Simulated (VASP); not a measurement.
# Zr (C2/c) in VASP: a series of runs

The runs below take Zr through single point, with revPBE.

All numbers are computed with VASP 6.6.1; they aren't measurements. Logs are shortened: lines on timing, memory, paths and dates and some standing lists are left out, and cuts for length are marked.

**1. The cell of the first run**

The typed cell holds 2 atoms: a = 3.252 Å, b = 3.252 Å, c = 5.203 Å, α = 90.03°, β = 90.03°, γ = 120.04°.

**2. Single point, revPBE**

Contents of INCAR:

```
PREC = Accurate
ENCUT = 520
EDIFF = 1E-6
ISMEAR = -1
SIGMA = 0.1
LREAL = False
LASPH = True
NELM = 80
ALGO = Normal
ISIF = 2
LWAVE = False
LCHARG = False
GGA = RE
NBANDS = 19
```

Contents of KPOINTS:

```
regular mesh
0
Gamma
  18 18 10
```

Contents of POSCAR:

```
Zr
1.0
   -1.7967902865      2.1867305584      1.6014955423
    2.1867305584     -1.7967902865      1.6014955423
    3.6248910884      3.6248910884     -0.8873192202
Zr
2
Direct
    0.0415204800      0.9584795200      0.0000000000
    0.7084795200      0.2915204800      0.5000000000
```

Potentials or basis: VASP PAW PBE potentials, release 64 (Zr_sv).

Launch:

```console
$ cat potpaw_PBE.64/Zr_sv/POTCAR > POTCAR
$ mpirun -np 1 vasp_std > vasp.out
```

OUTCAR:

```text
PREC = Accurate
   ENCUT = 520
   EDIFF = 1E-6
   ISMEAR = -1
   LREAL = False
   LASPH = True
   NELM = 80
   ISIF = 2
   GGA = RE

 ion  position               nearest neighbor table
   1  0.042  0.958  0.000-   2 3.21   2 3.21   2 3.21   2 3.21   2 3.21   2 3.21
   2  0.708  0.292  0.500-   1 3.21   1 3.21   1 3.21   1 3.21   1 3.21   1 3.21

  LATTYP: Found a base centered monoclinic cell.
 ALAT       =     3.2501167240
 B/A-ratio  =     1.7333375024
 C/A-ratio  =     1.6007413100
 COS(beta)  =    -0.0008926299

  Lattice vectors:

 A1 = (  -1.7967902865,   2.1867305584,   1.6014955423)
 A2 = (   2.1867305584,  -1.7967902865,   1.6014955423)
 A3 = (   3.6248910884,   3.6248910884,  -0.8873192202)

Analysis of symmetry for initial positions (statically):
=====================================================================
 Subroutine PRICEL returns:
 Original cell was already a primitive cell.

 Routine SETGRP: Setting up the symmetry group for a
 base centered monoclinic supercell.

 Subroutine GETGRP returns: Found  4 space group operations
 (whereof  2 operations were pure point group operations)
 out of a pool of  4 trial point group operations.

The static configuration has the point symmetry C_2 .
 The point group associated with its full space group is C_2h.

Analysis of symmetry for dynamics (positions and initial velocities):
=====================================================================
 Subroutine PRICEL returns:
 Original cell was already a primitive cell.

 Routine SETGRP: Setting up the symmetry group for a
 base centered monoclinic supercell.

 Subroutine GETGRP returns: Found  4 space group operations
 (whereof  2 operations were pure point group operations)
 out of a pool of  4 trial point group operations.

The dynamic configuration has the point symmetry C_2 .
 The point group associated with its full space group is C_2h.

 Subroutine INISYM returns: Found  4 space group operations
 (whereof  2 operations are pure point group operations),
 and found     1 'primitive' translations

----------------------------------------------------------------------------------------

                                     Primitive cell

  volume of cell :      47.6289

  direct lattice vectors                    reciprocal lattice vectors
    -1.796790287  2.186730558  1.601495542    -0.088410946  0.162623262  0.303173379
     2.186730558 -1.796790287  1.601495542     0.162623262 -0.088410946  0.303173379
     3.624891088  3.624891088 -0.887319220     0.133943559  0.133943559 -0.032613258

  length of vectors
     3.251927711  3.251927711  5.202596102     0.355213905  0.355213905  0.192211807

  position of ions in fractional coordinates (direct lattice)
     0.041520480  0.958479520  1.000000000
     0.708479520  0.291520480  0.500000000

  ion indices of the primitive-cell ions
   primitive index   ion index
                 1           1
                 2           2

----------------------------------------------------------------------------------------

 KPOINTS: regular mesh

Automatic generation of k-mesh.
 Grid dimensions read from file:
 generate k-points for:   18   18   10

 Generating k-lattice:

  Cartesian coordinates                     Fractional coordinates (reciprocal lattice)
    -0.004911719  0.009034626  0.016842965     0.055555556 -0.000000000  0.000000000
     0.009034626 -0.004911719  0.016842965    -0.000000000  0.055555556  0.000000000
     0.013394356  0.013394356 -0.003261326    -0.000000000 -0.000000000  0.100000000

  Length of vectors
     0.019734106  0.019734106  0.019221181

  Shift w.r.t. Gamma in fractional coordinates (k-lattice)
     0.000000000  0.000000000  0.000000000

 Subroutine IBZKPT returns following result:
 ===========================================

 Found    866 irreducible k-points:

 Following reciprocal coordinates:
            Coordinates               Weight
  0.000000  0.000000  0.000000      1.000000
  0.055556  0.000000  0.000000      4.000000
  0.111111  0.000000  0.000000      4.000000
  0.166667  0.000000  0.000000      4.000000
  0.222222  0.000000 -0.000000      4.000000
  0.277778  0.000000  0.000000      4.000000
[... 16 lines left out ...]
 -0.277778  0.055556 -0.000000      4.000000
 -0.222222  0.055556  0.000000      4.000000
 [... further k-points ...]
   k-points           NKPTS =    866   k-points in BZ     NKDIM =    866   number of bands    NBANDS=     19
   number of dos      NEDOS =    301   number of ions     NIONS =      2
   total plane-waves  NPLWV =  23040
   dimension x,y,z NGX =    24 NGY =   24 NGZ =   40
   dimension x,y,z NGXF=    48 NGYF=   48 NGZF=   80
   ions per type =               2
   NGX,Y,Z   is equivalent  to a cutoff of  12.27, 12.27, 12.78 a.u.
   NGXF,Y,Z  is equivalent  to a cutoff of  24.54, 24.54, 25.56 a.u.
 SYSTEM =  unknown system
   PREC   = accura    normal or accurate (medium, high low for compatibility)
   ISTART =      0    job   : 0-new  1-cont  2-samecut
   ICHARG =      2    charge: 1-file 2-atom 10-const
   ISPIN  =      1    spin polarized calculation?
   LNONCOLLINEAR =      F non collinear calculations
   LSORBIT =      F    spin-orbit coupling
   LASPH  =      T    aspherical Exc in radial PAW
   ENCUT  =  520.0 eV  38.22 Ry    6.18 a.u.   6.05  6.05  9.67*2*pi/ulx,y,z
   NELM   =     80;   NELMIN=  2; NELMDL= -5     # of ELM steps
   EDIFF  = 0.1E-05   stopping-criterion for ELM
   LREAL  =      F    real-space projection
   EDIFFG = 0.1E-04   stopping-criterion for IOM
   NSW    =      0    number of steps for IOM
   IBRION =     -1    ionic relax: 0-MD 1-quasi-New 2-CG
   NFREE  =      0    steps in history (QN), initial steepest desc. (CG)
   ISIF   =      2    stress and relaxation
   ISYM   =      2    0-nonsym 1-usesym 2-fastsym
   POTIM  = 0.5000    time-step for ionic-motion
   TEBEG  =    0.0;   TEEND  =   0.0 temperature during run
   PSTRESS=    0.0 pullay stress
   NELECT =      24.0000    total number of electrons
   NUPDOWN=      -1.0000    fix difference up-down
   EMIN   =  10.00;   EMAX   =-10.00  energy-range for DOS
   EFERMI =   0.00;   METHOD = LEGACY
   ISMEAR =    -1;   SIGMA  =   0.10  broadening in eV -4-tet -1-fermi 0-gaus
   EFERMI_NEDOS =   21; number of points for ismear=-14 and -15
   IALGO  =     38    algorithm
   IMIX   =      4    mixing-type and parameters
     AMIX     =   0.40;   BMIX     =  1.00
     AMIX_MAG =   1.60;   BMIX_MAG =  1.00
  volume/ion in A,a.u.               =      23.81       160.71
  Fermi-wavevector in a.u.,A,eV,Ry     =   1.302731  2.461806 23.090575  1.697109
  Thomas-Fermi vector in A             =   2.433780
   LORBIT       =      0    0 simple, 1 ext, 2 COOP (PROOUT), +10 PAW based schemes
   GGA     = RE    functional components
   LHFCALC =     F    Hartree Fock is set to
   AEXX    =    0.0000 exact exchange contribution
   IVDW    =     0    specifies the selected vdW correction
   LEPSILON=     F    determine dielectric tensor
   LRPA    =     F    only Hartree local field effects (RPA)
 non-spin polarized calculation
  energy-cutoff  :      520.00
  volume of cell :       47.63
 maximum number of plane-waves:      1308
   NGX = 13   NGY = 13   NGZ = 19

 number of electron      24.0000001 magnetization

 Free energy of the ion-electron system (eV)
  ---------------------------------------------------
  ext. energy  EPLUGINS =         0.00000000
  ---------------------------------------------------
  free energy    TOTEN  =       -16.39845232 eV

  energy without entropy =      -16.32782490  energy(sigma->0) =      -16.36313861

 E-fermi :   8.7808     XC(G=0): -10.9251

 val. band max:        8.7793167357   @ k =  -0.1667  -0.3889   0.3000
 cond. band min:       8.7814054790   @ k =   0.4444   0.1667   0.3000
 fundamental gap:      0.0020887433
 Fermi energy:         8.7807704845

 k-point     1 :       0.0000    0.0000    0.0000
  band No.  band energies     occupation
      1     -40.0954      2.00000
      2     -39.9578      2.00000
      3     -18.5691      2.00000
      4     -17.7673      2.00000
      5     -17.7659      2.00000
      6     -17.6457      2.00000
[... 11 lines left out ...]
     18      10.9493      0.00000
     19      13.1424      0.00000

 k-point     2 :       0.0556    0.0000    0.0000
  band No.  band energies     occupation
      1     -40.0921      2.00000
      2     -39.9564      2.00000
      3     -18.5603      2.00000
      4     -17.7860      2.00000
      5     -17.7734      2.00000
      6     -17.6587      2.00000
[... 11 lines left out ...]
     18      10.8666      0.00000
     19      13.1984      0.00000

 k-point     3 :       0.1111    0.0000    0.0000
  band No.  band energies     occupation
      1     -40.0827      2.00000
      2     -39.9525      2.00000
      3     -18.5345      2.00000
      4     -17.8427      2.00000
      5     -17.7917      2.00000
      6     -17.7171      2.00000
[... 11 lines left out ...]
     18      10.6695      0.00000
     19      13.3349      0.00000

 k-point     4 :       0.1667    0.0000    0.0000
  band No.  band energies     occupation
      1     -40.0681      2.00000
      2     -39.9467      2.00000
      3     -18.4933      2.00000
      4     -17.9296      2.00000
      5     -17.8189      2.00000
      6     -17.8045      2.00000
[... 11 lines left out ...]
     18      10.9813      0.00000
     19      13.4982      0.00000

 k-point     5 :       0.2222    0.0000   -0.0000
  band No.  band energies     occupation
      1     -40.0496      2.00000
      2     -39.9400      2.00000
      3     -18.4391      2.00000
      4     -18.0361      2.00000
      5     -17.9085      2.00000
      6     -17.8512      2.00000
[... 11 lines left out ...]
     18      11.4516      0.00000
     19      13.6490      0.00000

 k-point     6 :       0.2778    0.0000    0.0000
  band No.  band energies     occupation
      1     -40.0289      2.00000
      2     -39.9337      2.00000
      3     -18.3759      2.00000
      4     -18.1492      2.00000
      5     -18.0159      2.00000
      6     -17.8846      2.00000
[... 11 lines left out ...]
     18      12.0121      0.00000
     19      13.7688      0.00000

 k-point     7 :       0.3333   -0.0000    0.0000
  band No.  band energies     occupation
      1     -40.0083      2.00000
      2     -39.9290      2.00000
      3     -18.3082      2.00000
      4     -18.2550      2.00000
      5     -18.1139      2.00000
      6     -17.9153      2.00000
[... 11 lines left out ...]
     18      12.6210      0.00000
     19      13.8539      0.00000

 k-point     8 :       0.3889   -0.0000   -0.0000
  band No.  band energies     occupation
      1     -39.9900      2.00000
      2     -39.9265      2.00000
      3     -18.3407      2.00000
      4     -18.2430      2.00000
      5     -18.1921      2.00000
      6     -17.9398      2.00000
[... 256 lines left out ...]
 k-point    20 :      -0.4444    0.0556    0.0000
  band No.  band energies     occupation
      1     -39.9813      2.00000
      2     -39.9262      2.00000
      3     -18.3677      2.00000
      4     -18.2181      2.00000
      5     -18.2097      2.00000
      6     -17.9585      2.00000
[... 11 lines left out ...]
     18      13.8638      0.00000
     19      13.8722      0.00000

 k-point    21 :      -0.3889    0.0556    0.0000
  band No.  band energies     occupation
      1     -39.9974      2.00000
      2     -39.9273      2.00000
      3     -18.2971      2.00000
      4     -18.2699      2.00000
      5     -18.1575      2.00000
      6     -17.9354      2.00000
[... 11 lines left out ...]
     18      13.1729      0.00000
     19      13.8338      0.00000

 k-point    22 :      -0.3333    0.0556   -0.0000
  band No.  band energies     occupation
      1     -40.0170      2.00000
      2     -39.9308      2.00000
      3     -18.3371      2.00000
      4     -18.2015      2.00000
      5     -18.0751      2.00000
      6     -17.9031      2.00000
[... 11 lines left out ...]
     18      12.4994      0.00000
     19      13.7694      0.00000

 k-point    23 :      -0.2778    0.0556   -0.0000
  band No.  band energies     occupation
      1     -40.0376      2.00000
      2     -39.9362      2.00000
      3     -18.4029      2.00000
      4     -18.0925      2.00000
      5     -17.9811      2.00000
      6     -17.8635      2.00000
[... 11 lines left out ...]
     18      11.8717      0.00000
     19      13.6745      0.00000

 k-point    24 :      -0.2222    0.0556    0.0000
  band No.  band energies     occupation
      1     -40.0572      2.00000
      2     -39.9427      2.00000
      3     -18.4618      2.00000
      4     -17.9839      2.00000
      5     -17.8907      2.00000
      6     -17.8160      2.00000
[... 11 lines left out ...]
     18      11.3223      0.00000
     19      13.5504      0.00000

 [... further k-points ...]

------------------------ aborting loop because EDIFF is reached ----------------------------------------

  FORCE on cell =-STRESS in cart. coord.  units (eV):
  Direction    XX          YY          ZZ          XY          YZ          ZX
  --------------------------------------------------------------------------------------
  -------------------------------------------------------------------------------------
  Total       -0.0076219     -0.0076219     -0.0025465      0.0067295      0.0051173      0.0051173
  in kB       -0.2563907     -0.2563907     -0.0856626      0.2263734      0.1721404      0.1721399
  external PRESSURE =      -0.1994814 kB  Pullay stress =       0.0000000 kB

 VOLUME and BASIS-vectors are now :
 -----------------------------------------------------------------------------
  energy-cutoff  :      520.00
  volume of cell :       47.63
      direct lattice vectors                 reciprocal lattice vectors
    -1.796790287  2.186730558  1.601495542    -0.088410946  0.162623262  0.303173379
     2.186730558 -1.796790287  1.601495542     0.162623262 -0.088410946  0.303173379
     3.624891088  3.624891088 -0.887319220     0.133943559  0.133943559 -0.032613258

 POSITION                                       TOTAL-FORCE (eV/Angst)
 -----------------------------------------------------------------------------------
      2.02133     -1.63139      1.60150        -0.000013      0.000013      0.000000
      1.17693      2.83790      1.15784         0.000013     -0.000013     -0.000000
 -----------------------------------------------------------------------------------
    total drift:                               -0.000000     -0.000000      0.000000

  FREE ENERGIE OF THE ION-ELECTRON SYSTEM (eV)
  ---------------------------------------------------
  free  energy   TOTEN  =       -16.3984523224 eV

  energy  without entropy=      -16.3278249015  energy(sigma->0) =      -16.36313861
```

It took 3.4 min on 1 thread of Intel Xeon 6975P-C (Granite Rapids), shared host; peak memory 0.67 GiB.

Results:

| Property | Result |
| --- | --- |
| Free energy | -16.3985 eV |
| Pressure | 0.0 GPa |
| Band gap on the k mesh | zero (band 12 reaches 9.69 eV, above the bottom of band 13 at 8.53 eV) |

Caveat: the PAW data sets were made with another functional, which shifts forces and pressure a little.

(Continued in part 2 of 2.)
